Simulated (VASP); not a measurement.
# HfN (Fm-3m) in VASP: further runs

HfN is run at these levels: PBE; tasks: relaxation of cell and atoms, single point.

Program: VASP 6.6.1. These are calculated values, not measurements. Logs are shortened: lines on timing, memory, paths and dates and some standing lists are left out, and cuts for length are marked.

### 1 The cell of the first run

It takes space group Fm-3m (No. 225, cubic). The conventional cell has a = 4.548 Å, b = 4.548 Å, c = 4.548 Å, α = 90.00°, β = 90.00°, γ = 90.00°. Hf (site symmetry m-3m) has 6 N at 2.27 Å within 3.0 Å. N (site symmetry m-3m) has 6 Hf at 2.27 Å within 3.0 Å.

### 2 Relaxation of cell and atoms, PBE

File INCAR:

```
PREC     = Accurate       # precision mode
ENCUT    = 600            # plane-wave cutoff, eV
EDIFF    = 1E-6           # SCF threshold, eV
ISMEAR   = -1             # smearing method
SIGMA    = 0.15           # smearing width, eV
LREAL    = False          # projectors in reciprocal space
LASPH    = True           # aspherical terms in the spheres
NELM     = 100            # most SCF steps
ALGO     = Normal         # electronic algorithm
ISIF     = 3              # what is computed and relaxed
LWAVE    = False          # write WAVECAR
LCHARG   = False          # write CHGCAR
GGA      = PE             # functional
IBRION   = 2              # ionic algorithm
NSW      = 80             # ionic steps
EDIFFG   = -0.001         # ionic threshold
```

File KPOINTS:

```
regular mesh
0
Gamma
  16 16 16
```

File POSCAR:

```
HfN
1.0
    0.0000000000      2.2738965879      2.2738965879
    2.2738965879      0.0000000000      2.2738965879
    2.2738965879      2.2738965879      0.0000000000
Hf N
1 1
Direct
    0.0000000000      0.0000000000      0.0000000000
    0.5000000000      0.5000000000      0.5000000000
```

Potentials or basis: VASP PAW PBE potentials, release 64 (Hf_pv, N).

Started as:

```bash
> cat potpaw_PBE.64/Hf_pv/POTCAR potpaw_PBE.64/N/POTCAR > POTCAR
> mpirun -np 1 vasp_std > vasp.out
```

OUTCAR:

```text
PREC = Accurate
   ENCUT = 600
   EDIFF = 1E-6
   ISMEAR = -1
   LREAL = False
   LASPH = True
   NELM = 100
   ISIF = 3
   GGA = PE
   IBRION = 2
   NSW = 80
   EDIFFG = -0.001

 ion  position               nearest neighbor table
   1  0.000  0.000  0.000-   2 2.27   2 2.27   2 2.27   2 2.27   2 2.27   2 2.27
   2  0.500  0.500  0.500-   1 2.27   1 2.27   1 2.27   1 2.27   1 2.27   1 2.27

  LATTYP: Found a face centered cubic cell.
 ALAT       =     4.5477931758

  Lattice vectors:

 A1 = (   0.0000000000,   2.2738965879,   2.2738965879)
 A2 = (   2.2738965879,   0.0000000000,   2.2738965879)
 A3 = (   2.2738965879,   2.2738965879,   0.0000000000)

Analysis of symmetry for initial positions (statically):
=====================================================================
 Subroutine PRICEL returns:
 Original cell was already a primitive cell.

 Routine SETGRP: Setting up the symmetry group for a
 face centered cubic supercell.

 Subroutine GETGRP returns: Found 48 space group operations
[... 9 lines left out ...]

 Routine SETGRP: Setting up the symmetry group for a
 face centered cubic supercell.

 Subroutine GETGRP returns: Found 48 space group operations
[... 11 lines left out ...]
                                     Primitive cell

  volume of cell :      23.5148

  direct lattice vectors                    reciprocal lattice vectors
     0.000000000  2.273896588  2.273896588    -0.219886868  0.219886868  0.219886868
     2.273896588  0.000000000  2.273896588     0.219886868 -0.219886868  0.219886868
     2.273896588  2.273896588  0.000000000     0.219886868  0.219886868 -0.219886868

  length of vectors
     3.215775394  3.215775394  3.215775394     0.380855228  0.380855228  0.380855228

  position of ions in fractional coordinates (direct lattice)
     0.000000000  0.000000000  0.000000000
     0.500000000  0.500000000  0.500000000

  ion indices of the primitive-cell ions
   primitive index   ion index
                 1           1
                 2           2

----------------------------------------------------------------------------------------

 KPOINTS: regular mesh

Automatic generation of k-mesh.
 Grid dimensions read from file:
 generate k-points for:   16   16   16

 Generating k-lattice:

  Cartesian coordinates                     Fractional coordinates (reciprocal lattice)
    -0.013742929  0.013742929  0.013742929     0.062500000  0.000000000  0.000000000
     0.013742929 -0.013742929  0.013742929     0.000000000  0.062500000  0.000000000
     0.013742929  0.013742929 -0.013742929     0.000000000  0.000000000  0.062500000

  Length of vectors
     0.023803452  0.023803452  0.023803452

  Shift w.r.t. Gamma in fractional coordinates (k-lattice)
     0.000000000  0.000000000  0.000000000

 Subroutine IBZKPT returns following result:
 ===========================================

 Found    145 irreducible k-points:

 Following reciprocal coordinates:
            Coordinates               Weight
  0.000000  0.000000  0.000000      1.000000
  0.062500  0.000000  0.000000      8.000000
  0.125000  0.000000  0.000000      8.000000
  0.187500  0.000000  0.000000      8.000000
  0.250000  0.000000  0.000000      8.000000
  0.312500  0.000000  0.000000      8.000000
[... 16 lines left out ...]
 -0.125000  0.062500  0.000000     24.000000
 -0.062500  0.062500  0.000000     12.000000
 [... further k-points ...]
   k-points           NKPTS =    145   k-points in BZ     NKDIM =    145   number of bands    NBANDS=     11
   number of dos      NEDOS =    301   number of ions     NIONS =      2
   total plane-waves  NPLWV =  21952
   dimension x,y,z NGX =    28 NGY =   28 NGZ =   28
   dimension x,y,z NGXF=    56 NGYF=   56 NGZF=   56
   ions per type =               1   1
   NGX,Y,Z   is equivalent  to a cutoff of  14.48, 14.48, 14.48 a.u.
   NGXF,Y,Z  is equivalent  to a cutoff of  28.95, 28.95, 28.95 a.u.
 SYSTEM =  unknown system
   PREC   = accura    normal or accurate (medium, high low for compatibility)
   ISTART =      0    job   : 0-new  1-cont  2-samecut
   ICHARG =      2    charge: 1-file 2-atom 10-const
   ISPIN  =      1    spin polarized calculation?
   LNONCOLLINEAR =      F non collinear calculations
   LSORBIT =      F    spin-orbit coupling
   LASPH  =      T    aspherical Exc in radial PAW
   ENCUT  =  600.0 eV  44.10 Ry    6.64 a.u.   6.42  6.42  6.42*2*pi/ulx,y,z
   NELM   =    100;   NELMIN=  2; NELMDL= -5     # of ELM steps
   EDIFF  = 0.1E-05   stopping-criterion for ELM
   LREAL  =      F    real-space projection
   EDIFFG = -.1E-02   stopping-criterion for IOM
   NSW    =     80    number of steps for IOM
   IBRION =      2    ionic relax: 0-MD 1-quasi-New 2-CG
   NFREE  =      1    steps in history (QN), initial steepest desc. (CG)
   ISIF   =      3    stress and relaxation
   ISYM   =      2    0-nonsym 1-usesym 2-fastsym
   POTIM  = 0.5000    time-step for ionic-motion
   TEBEG  =    0.0;   TEEND  =   0.0 temperature during run
   PSTRESS=    0.0 pullay stress
   NELECT =      15.0000    total number of electrons
   NUPDOWN=      -1.0000    fix difference up-down
   EMIN   =  10.00;   EMAX   =-10.00  energy-range for DOS
   EFERMI =   0.00;   METHOD = LEGACY
   ISMEAR =    -1;   SIGMA  =   0.15  broadening in eV -4-tet -1-fermi 0-gaus
   EFERMI_NEDOS =   21; number of points for ismear=-14 and -15
   IALGO  =     38    algorithm
   IMIX   =      4    mixing-type and parameters
     AMIX     =   0.40;   BMIX     =  1.00
     AMIX_MAG =   1.60;   BMIX_MAG =  1.00
  volume/ion in A,a.u.               =      11.76        79.34
  Fermi-wavevector in a.u.,A,eV,Ry     =   1.409260  2.663116 27.021368  1.986015
  Thomas-Fermi vector in A             =   2.531334
   LORBIT       =      0    0 simple, 1 ext, 2 COOP (PROOUT), +10 PAW based schemes
   GGA     = PE    functional components
   LHFCALC =     F    Hartree Fock is set to
   AEXX    =    0.0000 exact exchange contribution
   IVDW    =     0    specifies the selected vdW correction
   LEPSILON=     F    determine dielectric tensor
   LRPA    =     F    only Hartree local field effects (RPA)
 conjugate gradient relaxation of ions
 non-spin polarized calculation
  energy-cutoff  :      600.00
  volume of cell :       23.51
 maximum number of plane-waves:       817
 NGX is ok and might be reduce to    28
   NGX = 13   NGY = 13   NGZ = 13

--------------------------------------- Ionic step        1  -------------------------------------------

 number of electron      15.0000000 magnetization

 Free energy of the ion-electron system (eV)
  ---------------------------------------------------
  ext. energy  EPLUGINS =         0.00000000
  ---------------------------------------------------
  free energy    TOTEN  =       -21.78119576 eV

  energy without entropy =      -21.73667754  energy(sigma->0) =      -21.75893665

------------------------ aborting loop because EDIFF is reached ----------------------------------------

  FORCE on cell =-STRESS in cart. coord.  units (eV):
  Direction    XX          YY          ZZ          XY          YZ          ZX
  --------------------------------------------------------------------------------------
  -------------------------------------------------------------------------------------
  Total       -0.3347187     -0.3347187     -0.3347187      0.0000000      0.0000000      0.0000000
  in kB      -22.8059619    -22.8059619    -22.8059619      0.0000000      0.0000000      0.0000000
  external PRESSURE =     -22.8059619 kB  Pullay stress =       0.0000000 kB
[... 57 lines left out ...]
  energy  without entropy=      -21.7345565014  energy(sigma->0) =      -21.75616312

--------------------------------------- Ionic step        3  -------------------------------------------

 number of electron      15.0000001 magnetization

 Free energy of the ion-electron system (eV)
  ---------------------------------------------------
  ext. energy  EPLUGINS =         0.00000000
  ---------------------------------------------------
  free energy    TOTEN  =       -21.78264980 eV

  energy without entropy =      -21.73860021  energy(sigma->0) =      -21.76062500

 E-fermi :   8.2899     XC(G=0): -12.6740

 val. band max:        8.2871347500   @ k =  -0.1250   0.0625   0.0000
 cond. band min:       8.2913654765   @ k =   0.3750   0.1250   0.0000
 fundamental gap:      0.0042307265
 Fermi energy:         8.2899038817

 k-point     1 :       0.0000    0.0000    0.0000
  band No.  band energies     occupation
      1     -22.9081      2.00000
      2     -22.9081      2.00000
      3     -22.9081      2.00000
      4      -9.1595      2.00000
      5       5.2706      2.00000
      6       5.2706      2.00000
      7       5.2706      2.00000
      8       7.9465      1.81598
      9       7.9465      1.81598
     10       7.9465      1.81598
     11       9.9770      0.00003
[... 309 lines left out ...]
 k-point    24 :      -0.0625    0.0625    0.0000
  band No.  band energies     occupation
      1     -22.9998      2.00000
      2     -22.9312      2.00000
      3     -22.9100      2.00000
      4      -8.9299      2.00000
      5       4.2595      2.00000
      6       4.6193      2.00000
      7       4.9266      2.00000
      8       8.1061      1.54591
      9       8.1185      1.51627
     10       8.5489      0.30197
     11      10.2787      0.00000

 [... further k-points ...]
[... 5 lines left out ...]
  --------------------------------------------------------------------------------------
  -------------------------------------------------------------------------------------
  Total       -0.0000846     -0.0000846     -0.0000846      0.0000000      0.0000000      0.0000000
  in kB       -0.0058157     -0.0058157     -0.0058157      0.0000000      0.0000000      0.0000000
  external PRESSURE =      -0.0058157 kB  Pullay stress =       0.0000000 kB
[... 17 lines left out ...]
  FREE ENERGIE OF THE ION-ELECTRON SYSTEM (eV)
  ---------------------------------------------------
  free  energy   TOTEN  =       -21.7826498034 eV

  energy  without entropy=      -21.7386002060  energy(sigma->0) =      -21.76062500

 reached required accuracy - stopping structural energy minimisation
```

Run time: 73 s. Hardware: 1 thread of Intel Xeon 6975P-C (Granite Rapids), shared host; peak memory 0.2 GiB.

What came out:

```
Free energy                            : -21.7826 eV
Relaxed volume                         : 11.66 Å³/atom
Relaxed cell                           : a = 3.207 Å, b = 3.207 Å, c = 3.207 Å, α = 60.00°, β = 60.00°, γ = 60.00°
Space group after relaxing (to 0.05 Å) : Fm-3m (No. 225)
Energy gained by relaxing              : 0.7 meV/atom
Ionic steps                            : 3
Pressure after relaxing                : 0.0 GPa
```

The path:
```tsv
step	energy change (eV)	largest force (eV/Å)	pressure (GPa)	volume (Å³)
1	0.0000	0.0000	-2.28	23.51
2	0.0034	0.0000	4.38	22.95
3	-0.0015	0.0000	0.00	23.31
```

Final structure:
```cif
data_structure
_symmetry_space_group_name_H-M 'P 1'
_symmetry_Int_Tables_number 1
_cell_length_a 3.2066
_cell_length_b 3.2066
_cell_length_c 3.2066
_cell_angle_alpha 60.000
_cell_angle_beta 60.000
_cell_angle_gamma 60.000
_cell_volume 23.31
loop_
_atom_site_label
_atom_site_type_symbol
_atom_site_fract_x
_atom_site_fract_y
_atom_site_fract_z
_atom_site_occupancy
Hf1 Hf 0.00000 0.00000 0.00000 1
N1 N 0.50000 0.50000 0.50000 1
```

Caveat: spin-orbit coupling is left out, which moves the levels of the heavy elements.

### 3 Single point, PBE

This run uses another cell than the first one, of 11.72 Å³/atom, 0.997 times its volume.

File INCAR:

```
SYSTEM = HfN
ALGO = Normal
EDIFF = 1E-7
ENCUT = 520
GGA = PE
ISIF = 2
ISMEAR = -1
LASPH = .True.
LCHARG = .False.
LREAL = .False.
LWAVE = .False.
NBANDS = 14
NELM = 80
PREC = Accurate
SIGMA = 0.15
```

File KPOINTS:

```
k-points
0
Gamma
  16 16 16
  0 0 0
```

File POSCAR:

```
HfN
1.0
    0.0000000000      2.2715486632      2.2715486632
    2.2715486632      0.0000000000      2.2715486632
    2.2715486632      2.2715486632      0.0000000000
Hf N
1 1
Direct
    0.0000000000      0.0000000000      0.0000000000
    0.5000000000      0.5000000000      0.5000000000
```

Potentials or basis: VASP PAW PBE potentials, release 64 (Hf_pv, N).

Started as:

```bash
> cat potpaw_PBE.64/Hf_pv/POTCAR potpaw_PBE.64/N/POTCAR > POTCAR
> mpirun -np 1 vasp_std > vasp.out
```

Wall time 20 s (1 thread of Intel Xeon Platinum 8559C (Emerald Rapids), shared host); peak memory 0.17 GiB.

It converged, with:

```
Free energy : -21.7800 eV
Pressure    : -1.4 GPa
```

Levels at points of the mesh, in eV from the Fermi level:
```
           k point  band 6  band 7  band 8  band 9  band 10  band 11
(0.00, 0.00, 0.00)   -3.01   -3.01   -0.34   -0.34    -0.34     1.64
(0.50, 0.00, 0.00)   -6.10   -6.10    3.20    3.62     3.62     4.34
(0.50, 0.50, 0.00)   -3.74   -3.69   -3.69    4.01     5.39     5.39
```

Caveat: spin-orbit coupling is left out, which moves the levels of the heavy elements.
